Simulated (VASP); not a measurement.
# MnS (F-43m) in VASP: vibrations by perturbation theory with PBEsol

Aim: the vibrations by perturbation theory of MnS with PBEsol.

All numbers are computed with VASP 6.6.1; they aren't measurements. Logs are shortened: lines on timing, memory, paths and dates and some standing lists are left out, and cuts for length are marked.

### Step 1. The cell of the first run

Symmetry: F-43m, No. 216, cubic system. Conventional cell: a = 5.422 Å, b = 5.422 Å, c = 5.422 Å, α = 90.00°, β = 90.00°, γ = 90.00°. Mn (site symmetry -43m) has 4 S at 2.35 Å within 3.1 Å. Within 3.1 Å of S (site symmetry -43m) lie 4 Mn at 2.35 Å.

### Step 2. Vibrations by perturbation theory, PBEsol, collinear spin, ferromagnetic start (phonons at volume x 0.98)

The input, INCAR:

```
SYSTEM = MnS
PREC     = Accurate       ! precision mode
ENCUT    = 520            ! plane-wave cutoff, eV
EDIFF    = 1E-8           ! SCF threshold, eV
ISMEAR   = 0              ! smearing method
SIGMA    = 0.2            ! smearing width, eV
LREAL    = .FALSE.        ! projectors in reciprocal space
LASPH    = .TRUE.         ! aspherical terms in the spheres
NELM     = 150            ! most SCF steps
ALGO     = Normal         ! electronic algorithm
ISIF     = 2              ! what is computed and relaxed
LWAVE    = .FALSE.        ! write WAVECAR
LCHARG   = .TRUE.         ! write CHGCAR
ISPIN    = 2              ! spin polarisation
MAGMOM   = 4.18 0         ! initial moments
LORBIT   = 11             ! projections on sites
LMAXMIX  = 4              ! l up to which the mixer works
GGA      = PS             ! functional
IBRION   = 8              ! ionic algorithm
NSW      = 1              ! ionic steps
```

The input, KPOINTS:

```
Automatic mesh
0
G
  14 14 14
  0 0 0
```

The input, POSCAR:

```
MnS
1.0
    0.0000000000      2.7111065296      2.7111065296
    2.7111065296      0.0000000000      2.7111065296
    2.7111065296      2.7111065296      0.0000000000
Mn S
1 1
Direct
    0.0000000000      0.0000000000      0.0000000000
    0.7500000000      0.7500000000      0.7500000000
```

Potentials or basis: VASP PAW PBE potentials, release 64 (Mn_pv, S).

On the command line:

```bash
cat potpaw_PBE.64/Mn_pv/POTCAR potpaw_PBE.64/S/POTCAR > POTCAR
mpirun -np 1 vasp_std > vasp.out
```

OUTCAR:

```text
SYSTEM = MnS
   PREC = Accurate
   ENCUT = 520
   EDIFF = 1E-8
   ISMEAR = 0
   LREAL = .FALSE.
   LASPH = .TRUE.
   NELM = 150
   ISIF = 2
   ISPIN = 2
   LORBIT = 11
   GGA = PS
   IBRION = 8
   NSW = 1

 ion  position               nearest neighbor table
   1  0.000  0.000  0.000-   2 2.35   2 2.35   2 2.35   2 2.35
   2  0.750  0.750  0.750-   1 2.35   1 2.35   1 2.35   1 2.35

  LATTYP: Found a face centered cubic cell.
 ALAT       =     5.4222130592

  Lattice vectors:

 A1 = (   0.0000000000,   2.7111065296,   2.7111065296)
 A2 = (   2.7111065296,   0.0000000000,   2.7111065296)
 A3 = (   2.7111065296,   2.7111065296,   0.0000000000)

Analysis of symmetry for initial positions (statically):
=====================================================================
 Subroutine PRICEL returns:
 Original cell was already a primitive cell.

 Routine SETGRP: Setting up the symmetry group for a
 face centered cubic supercell.

 Subroutine GETGRP returns: Found 24 space group operations
 (whereof 24 operations were pure point group operations)
 out of a pool of 48 trial point group operations.

The static configuration has the point symmetry T_d .

Analysis of symmetry for dynamics (positions and initial velocities):
=====================================================================
 Subroutine PRICEL returns:
 Original cell was already a primitive cell.

 Routine SETGRP: Setting up the symmetry group for a
 face centered cubic supercell.

 Subroutine GETGRP returns: Found 24 space group operations
 (whereof 24 operations were pure point group operations)
 out of a pool of 48 trial point group operations.

The dynamic configuration has the point symmetry T_d .

Analysis of structural, dynamic, and magnetic symmetry:
=====================================================================
 Subroutine PRICEL returns:
 Original cell was already a primitive cell.

 Routine SETGRP: Setting up the symmetry group for a
 face centered cubic supercell.

 Subroutine GETGRP returns: Found 24 space group operations
 (whereof 24 operations were pure point group operations)
 out of a pool of 48 trial point group operations.

The overall configuration has the point symmetry T_d .

 Subroutine INISYM returns: Found 24 space group operations
 (whereof 24 operations are pure point group operations),
 and found     1 'primitive' translations

----------------------------------------------------------------------------------------

                                     Primitive cell

  volume of cell :      39.8538

  direct lattice vectors                    reciprocal lattice vectors
     0.000000000  2.711106530  2.711106530    -0.184426541  0.184426541  0.184426541
     2.711106530  0.000000000  2.711106530     0.184426541 -0.184426541  0.184426541
     2.711106530  2.711106530  0.000000000     0.184426541  0.184426541 -0.184426541

  length of vectors
     3.834083623  3.834083623  3.834083623     0.319436140  0.319436140  0.319436140

  position of ions in fractional coordinates (direct lattice)
     0.000000000  0.000000000  0.000000000
     0.750000000  0.750000000  0.750000000

  ion indices of the primitive-cell ions
   primitive index   ion index
                 1           1
                 2           2

----------------------------------------------------------------------------------------

 KPOINTS: Automatic mesh

Automatic generation of k-mesh.
 Grid dimensions read from file:
 generate k-points for:   14   14   14

 Generating k-lattice:

  Cartesian coordinates                     Fractional coordinates (reciprocal lattice)
[... 125 lines left out ...]
      4      -9.1975      1.00000
      5       0.1146      1.00000
      6       0.1146      1.00000
      7       0.1146      1.00000
      8       2.1309      1.00000
      9       2.1309      1.00000
     10       5.9175      0.00000
     11       5.9175      0.00000
     12       5.9175      0.00000
     13       6.5422      0.00000
     14      11.2381      0.00000
[... 403 lines left out ...]
      4      -8.7380      1.00000
      5      -0.5218      1.00000
      6       0.2676      1.00000
      7       0.3038      1.00000
      8       1.9981      1.00000
      9       2.2317      1.00000
     10       3.9510      1.00000
     11       4.8080      0.95558
     12       4.9989      0.63750
     13       8.6844      0.00000
     14      10.5738      0.00000
     15      11.9381      0.00000

 [... further k-points ...]

 spin component 2

 k-point     1 :       0.0000    0.0000    0.0000
  band No.  band energies     occupation
      1     -40.9633      1.00000
      2     -40.9633      1.00000
      3     -40.9633      1.00000
      4      -8.8958      1.00000
      5       1.5431      1.00000
      6       1.5431      1.00000
      7       1.5431      1.00000
      8       5.8777      0.00000
      9       5.8777      0.00000
     10       7.3047      0.00000
     11       8.4378      0.00000
     12       8.4378      0.00000
     13       8.4378      0.00000
     14      12.2129      0.00000
[... 416 lines left out ...]
 [... further k-points ...]
[... 5 lines left out ...]
  --------------------------------------------------------------------------------------
  -------------------------------------------------------------------------------------
  Total        0.1810361      0.1810361      0.1810361      0.0000000      0.0000000      0.0000000
  in kB        7.2778993      7.2778993      7.2778993      0.0000000      0.0000000      0.0000000
  external PRESSURE =       7.2778993 kB  Pullay stress =       0.0000000 kB

 VOLUME and BASIS-vectors are now :
 -----------------------------------------------------------------------------
  energy-cutoff  :      520.00
  volume of cell :       39.85
      direct lattice vectors                 reciprocal lattice vectors
     0.000000000  2.711106530  2.711106530    -0.184426541  0.184426541  0.184426541
     2.711106530  0.000000000  2.711106530     0.184426541 -0.184426541  0.184426541
     2.711106530  2.711106530  0.000000000     0.184426541  0.184426541 -0.184426541

 POSITION                                       TOTAL-FORCE (eV/Angst)
 -----------------------------------------------------------------------------------
      0.00000      0.00000      0.00000        -0.000000      0.000000     -0.000000
      4.06666      4.06666      4.06666         0.000000     -0.000000      0.000000
 -----------------------------------------------------------------------------------
    total drift:                                0.000001      0.000001      0.000001

  FREE ENERGIE OF THE ION-ELECTRON SYSTEM (eV)
  ---------------------------------------------------
  free  energy   TOTEN  =       -14.7816604078 eV

  energy  without entropy=      -14.7539795063  energy(sigma->0) =      -14.76781996

[... ionic steps 2 to 3 ...]

--------------------------------------- Ionic step        4  -------------------------------------------

------------------------ aborting loop because EDIFF is reached ----------------------------------------

[... ionic steps 5 to 6 ...]

--------------------------------------- Ionic step        7  -------------------------------------------

 Free energy of the ion-electron system (eV)
  ---------------------------------------------------
  ---------------------------------------------------
  free energy    TOTEN  =        -0.10615559 eV

  energy without entropy =       -0.10615559

------------------------ aborting loop because EDIFF is reached ----------------------------------------

 INTERNAL STRAIN TENSOR  FOR ION    2  DIRECTION 1   (eV/Angst):
 -----------------------------------------------------------------------------
    -0.00394  0.00000  0.00000
     0.00000  0.00351  7.90610
     0.00000  7.90610  0.00351

 INTERNAL STRAIN TENSOR FOR ION    2 for displacements in x,y,z  (eV/Angst):
          X           Y           Z          XY          YZ          ZX
  --------------------------------------------------------------------------------
  x    -0.00000     0.00000     0.00000     0.00000     7.90610     0.00000
  y     0.00000     0.00000     0.00000     0.00000     0.00000     7.90610
  z     0.00000     0.00000    -0.00000     7.90610     0.00000     0.00000

 SECOND DERIVATIVES (NOT SYMMETRIZED)
 ------------------------------------
               1X          1Y          1Z          2X          2Y          2Z
  1X    -6.680748    0.000000    0.000000    6.680748    0.000000    0.000000
  1Y     0.000000   -6.680748    0.000000    0.000000    6.680748    0.000000
  1Z     0.000000    0.000000   -6.680748    0.000000    0.000000    6.680748
  2X     6.619988    0.000000    0.000000   -6.619988    0.000000    0.000000
  2Y     0.000000    6.619988    0.000000    0.000000   -6.619988    0.000000
  2Z     0.000000    0.000000    6.619988    0.000000    0.000000   -6.619988

 Eigenvectors and eigenvalues of the dynamical matrix
 ----------------------------------------------------

   1 f  =    8.954152 THz    56.260599 2PiTHz  298.678377 cm-1    37.031382 meV
             X         Y         Z           dx          dy          dz
      0.000000  0.000000  0.000000    -0.608841    0.000000    0.000000
      4.066660  4.066660  4.066660     0.793292    0.000000    0.000000
[... 21 lines left out ...]
   6 f/i=    0.019757 THz     0.124134 2PiTHz    0.659007 cm-1     0.081706 meV
             X         Y         Z           dx          dy          dz
      0.000000  0.000000  0.000000     0.000000    0.000000    0.793292
      4.066660  4.066660  4.066660     0.000000    0.000000    0.608841

--------------------------------------------------------------------------------------------------------

 ELASTIC MODULI CONTR FROM IONIC RELAXATION (kBar)
 Direction    XX          YY          ZZ          XY          YZ          ZX
 --------------------------------------------------------------------------------
 XX          -0.0000      0.0000      0.0000     -0.0000      0.0000     -0.0000
 YY           0.0000     -0.0000     -0.0000     -0.0000     -0.0000      0.0000
 ZZ           0.0000     -0.0000     -0.0000      0.0000     -0.0000     -0.0000
 XY          -0.0000     -0.0000      0.0000   -367.3864      0.0000      0.0000
 YZ           0.0000     -0.0000     -0.0000      0.0000   -367.3864      0.0000
 ZX          -0.0000      0.0000     -0.0000      0.0000      0.0000   -367.3864
 --------------------------------------------------------------------------------

 total charge

# of ion       s       p       d       tot
------------------------------------------
    1        0.282   6.251   4.959  11.492
    2        1.312   2.429   0.000   3.742
--------------------------------------------------
tot          1.595   8.680   4.959  15.234

 magnetization (x)

# of ion       s       p       d       tot
------------------------------------------
    1        0.047   0.068   3.901   4.017
    2        0.009   0.035   0.000   0.044
--------------------------------------------------
tot          0.056   0.103   3.901   4.061
```

It took 46 min on 1 thread of Intel Xeon Platinum 8375C at 2.90GHz (Ice Lake), shared host; peak memory 0.96 GiB.

Results:

```
Net moment                                              : 4.49 μB per cell
Site moments                                            : Mn +4.02; S +0.04 μB
Valence electrons inside the program's atomic spheres   : Mn 11.49; S 3.74
Highest phonon frequency at Γ, LO-TO splitting left out : 299 cm⁻¹
```

Phonon frequencies in cm⁻¹ (negative: imaginary):
```
              q point           frequencies
(0.000, 0.000, 0.000)  -1 -1 -1 299 299 299
```

Caveat: the cell differs from its parent crystal (phonons at volume x 0.98); the PAW data sets were made with another functional, which shifts forces and pressure a little; a cell with one magnetic atom can't hold antiferromagnetic order, which such compounds often take.
